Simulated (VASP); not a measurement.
Here is a VASP 6.6.1 calculation.

INCAR

```
SYSTEM = Mo3HS6
ALGO     = Normal         ! electronic algorithm
DIPOL    = 0.5 0.5 0.482
EDIFF    = 1E-6           ! SCF threshold, eV
ENCUT    = 520            ! plane-wave cutoff, eV
GGA      = PS             ! functional
IDIPOL   = 3            
ISIF     = 2              ! what is computed and relaxed
ISMEAR   = 0              ! smearing method
LASPH    = .TRUE.         ! aspherical terms in the spheres
LCHARG   = .FALSE.        ! write CHGCAR
LDIPOL   = .TRUE.       
LREAL    = .FALSE.        ! projectors in reciprocal space
LWAVE    = .FALSE.        ! write WAVECAR
NBANDS   = 50             ! bands
NELM     = 80             ! most SCF steps
PREC     = Accurate       ! precision mode
SIGMA    = 0.1            ! smearing width, eV
```

KPOINTS

```
k-points
0
G
  10 5 1
  0 0 0
```

Contents of POSCAR:

```
Mo3HS6
1.0
    3.1204068985      0.0000000000      0.0000000000
   -1.5602034492      6.1523257957      0.0000000000
    0.0000000000      0.0000000000     25.6597815141
S Mo H
6 3 1
Direct
    0.8927216587      0.7854433174      0.3312576919
    0.1715891272      0.3431782543      0.3824398182
    0.4248770516      0.8497541032      0.4354374436
    0.7047428115      0.4094654124      0.4861970894
    0.9628665561      0.9257405526      0.5411345583
    0.1730160878      0.3460381128      0.6172031673
    0.5321553930      0.0643107859      0.3568487551
    0.0634283179      0.1268429315      0.4560351157
    0.6028601598      0.2057221030      0.5588565878
    0.1730160878      0.5127047794      0.6504177187
```

Potentials or basis: VASP PAW PBE potentials, release 64 (S, Mo_sv, H).

Command:

```sh
$ cat potpaw_PBE.64/S/POTCAR potpaw_PBE.64/Mo_sv/POTCAR potpaw_PBE.64/H/POTCAR > POTCAR
$ mpirun -np 1 vasp_std > vasp.out
```

(1) What does it give for the band gap on the k mesh?

(2) What does it give for the largest force?

## Answers

(1) zero (an odd number of electrons rules out a gap without spin polarisation).

(2) 4.014 eV/Å.

Caveat: the PAW data sets were made with another functional, which shifts forces and pressure a little.
